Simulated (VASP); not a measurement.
A run of VASP 6.6.1:

Contents of INCAR:

```
SYSTEM = NbCuS2
  PREC = Accurate
  ENCUT = 520
  EDIFF = 1E-6
  ISMEAR = 0
  SIGMA = 0.05
  LREAL = .False.
  LASPH = .True.
  NELM = 150
  ALGO = Normal
  ISIF = 2
  LWAVE = .False.
  LCHARG = .False.
  ISPIN = 2
  MAGMOM = 0.02 1.49 -0.04 -0.04
  LORBIT = 11
  LMAXMIX = 4
  LDAU = .True.
  LDAUTYPE = 2
  LDAUL = -1 2 -1
  LDAUU = 0 8 0
  LDAUJ = 0 0 0
  LDAUPRINT = 1
  GGA = PE
  NBANDS = 30
```

File KPOINTS:

```
regular mesh
0
Gamma
  6 6 6
  0 0 0
```

Contents of POSCAR:

```
NbCuS2
1.0
    1.8379937100      1.0611661600      6.6726185300
   -1.8379937100      1.0611661600      6.6726185300
    0.0000000000     -2.1223323200      6.6726185300
Cu Nb S
1 1 2
Direct
    0.5000000000      0.5000000000      0.5000000000
    0.0000000000      0.0000000000      0.0000000000
    0.2667000000      0.2667000000      0.2667000000
    0.7333000000      0.7333000000      0.7333000000
```

Potentials or basis: VASP PAW PBE potentials, release 64 (Cu, Nb_sv, S).

The run is started by

```bash
$ cat potpaw_PBE.64/Cu/POTCAR potpaw_PBE.64/Nb_sv/POTCAR potpaw_PBE.64/S/POTCAR > POTCAR
$ mpirun -np 1 vasp_std > vasp.out
```

Hardware: 1 thread of Intel(R) Xeon(R) Platinum 8259CL CPU @ 2.50GHz (Skylake/Cascade Lake), on a shared host.

Problem. Estimate the wall time of this run.

Solution. Wall time 18 min on 1 thread of Intel(R) Xeon(R) Platinum 8259CL CPU @ 2.50GHz (Skylake/Cascade Lake), with other jobs on the host, peak memory 0.59 GiB. Counts: scf iterations 24, k points 32.
